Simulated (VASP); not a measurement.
A run of VASP 6.6.1 is set up as follows.

Contents of INCAR:

```
PREC = Accurate ; ENCUT = 520
EDIFF = 1E-6 ; ISMEAR = -1
SIGMA = 0.05 ; LREAL = False
LASPH = True ; NELM = 60
ALGO = Normal ; ISIF = 2
LWAVE = False ; LCHARG = False
GGA = PE ; NBANDS = 60
```

File KPOINTS:

```
regular mesh
0
Gamma
  3 3 2
```

Contents of POSCAR:

```
TiO2
1.0
    6.1535771931     -1.8834685000      0.0000000000
    6.1535771931      1.8834685000      0.0000000000
   -1.9283261078      0.0000000000      6.3289668713
Ti O
4 8
Direct
    0.9000710000      0.9000710000      0.2896020000
    0.1952860000      0.1952860000      0.2837620000
    0.0999290000      0.0999290000      0.7103980000
    0.8047140000      0.8047140000      0.7162380000
    0.3619310000      0.3619310000      0.2933970000
    0.2634885000      0.2634885000      0.6525000000
    0.8671885000      0.8671885000      0.9952910000
    0.7365115000      0.7365115000      0.3475000000
    0.9416475000      0.9416475000      0.6300210000
    0.1328115000      0.1328115000      0.0047090000
    0.6380690000      0.6380690000      0.7066030000
    0.0583525000      0.0583525000      0.3699790000
```

Potentials or basis: VASP PAW PBE potentials, release 64 (Ti_sv, O).

Command:

```console
$ cat potpaw_PBE.64/Ti_sv/POTCAR potpaw_PBE.64/O/POTCAR > POTCAR
$ mpirun -np 1 vasp_std > vasp.out
```

Question: Predict the band gap on the k mesh.

Answer: 2.74 eV, indirect (least direct gap 2.91 eV).

Question: Estimate the pressure.

Answer: -0.6 GPa.

Question: Predict the largest force.

Answer: 0.076 eV/Å.

Forces in eV/Å, atoms in the order of the input:
```
Ti  -0.048  0.000 -0.020
Ti  -0.005  0.000 -0.076
Ti   0.048  0.000  0.020
Ti   0.005  0.000  0.076
O    0.043  0.000 -0.046
O    0.062  0.000  0.036
O   -0.035  0.000  0.002
O   -0.062  0.000 -0.036
O    0.001  0.000  0.011
O    0.035  0.000 -0.002
O   -0.043  0.000  0.046
O   -0.001  0.000 -0.011
```

Caveat: the k points lie up to 0.58 Å⁻¹ apart. A k mesh can miss the band edges.
